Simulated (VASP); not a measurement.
## Al14CN16 (a cell with a defect) (C_Al-V_Al): single point with PBE

Crystal: Al14CN16 (a cell with a defect) (C_Al-V_Al).

```
CELL_PARAMETERS angstrom
6.25951 0.00000 0.00000
-3.12976 5.42090 0.00000
0.00000 0.00000 10.03481
ATOMIC_POSITIONS crystal
C 0.38206 0.11845 0.26814
N 0.36115 0.13957 0.39716
N 0.13382 0.36614 0.17849
N 0.32371 0.17554 0.93886
N 0.16199 0.33804 0.70158
N 0.35458 0.68997 0.44062
N 0.21108 0.88759 0.19877
N 0.33186 0.68164 0.93676
N 0.16630 0.84129 0.68495
N 0.80998 0.14552 0.44045
N 0.61228 0.28940 0.19864
N 0.81773 0.16749 0.93686
N 0.65900 0.33386 0.68500
N 0.83643 0.66420 0.43821
N 0.67114 0.82880 0.18718
N 0.83312 0.66620 0.94733
N 0.66857 0.83164 0.69437
Al 0.32561 0.17445 0.74713
Al 0.15478 0.34473 0.99747
Al 0.33983 0.65948 0.25763
Al 0.16917 0.82694 0.49465
Al 0.32990 0.66957 0.74443
Al 0.17564 0.84958 0.00358
Al 0.84018 0.16028 0.25747
Al 0.67380 0.33137 0.49468
Al 0.83048 0.17019 0.74452
Al 0.64974 0.32395 0.00350
Al 0.83264 0.66767 0.25319
Al 0.67054 0.82991 0.50442
Al 0.83314 0.66701 0.75156
Al 0.66331 0.83628 0.99852
```

| Quantity | Value |
| --- | --- |
| Program | VASP 6.6.1 |
| Task | single point |
| Functional | PBE |
| Potentials or basis | VASP PAW PBE potentials, release 64 (C, N, Al) |
| Cutoff | 520 eV |
| k mesh | 1 × 1 × 1, shifted |
| Occupations | gaussian, width 0.01 eV |
| Spin | collinear spin |
| Fixed moment | 1 μB |

```
Largest force                                         : 0.329 eV/Å
Net moment                                            : 1.00 μB per cell
Site moments                                          : C -0.00; N +0.01, +0.14, +0.25, -0.00, +0.00; Al -0.00, +0.00, -0.01 μB
Valence electrons inside the program's atomic spheres : C 2.43; N 3.89, 3.83, 3.85, 3.80, 3.79, 3.84, 3.87, 3.81, 3.86; Al 0.82, 0.81, 0.80, 0.76, 0.84, 0.79
```

Forces on the atoms (eV/Å):
```
C   -0.026 -0.009 -0.252
N    0.106 -0.072  0.303
N   -0.226  0.123  0.189
N    0.157 -0.082  0.048
N   -0.206  0.119  0.007
N    0.028 -0.146 -0.169
N   -0.241 -0.194 -0.012
N    0.176 -0.079  0.129
N   -0.136  0.043  0.041
N    0.151  0.061 -0.171
N    0.074  0.299 -0.010
N    0.155 -0.085  0.122
N   -0.120  0.097  0.036
N    0.094 -0.065  0.002
N   -0.019  0.014  0.153
N    0.209 -0.104  0.037
N   -0.155  0.085 -0.183
Al  -0.026  0.016  0.010
Al  -0.092  0.054 -0.207
Al   0.063 -0.025 -0.152
Al  -0.135  0.188  0.051
Al   0.084 -0.240  0.024
Al  -0.098  0.079  0.007
Al   0.072 -0.046 -0.154
Al  -0.246  0.031  0.056
Al   0.255  0.042  0.028
Al  -0.107  0.041  0.005
Al   0.105 -0.056 -0.088
Al   0.100 -0.072  0.229
Al   0.155 -0.091 -0.015
Al  -0.152  0.075 -0.063
```

Run time: 7.9 min on 1 thread of Intel(R) Xeon(R) 6975P-C (Granite Rapids), with other jobs on the host, peak memory 0.69 GiB.

Caveat: the k points lie up to 1.16 Å⁻¹ apart; the cell carries a net charge on a neutralising background, which shifts energy and pressure; the total moment is fixed, so each spin has its own Fermi level.
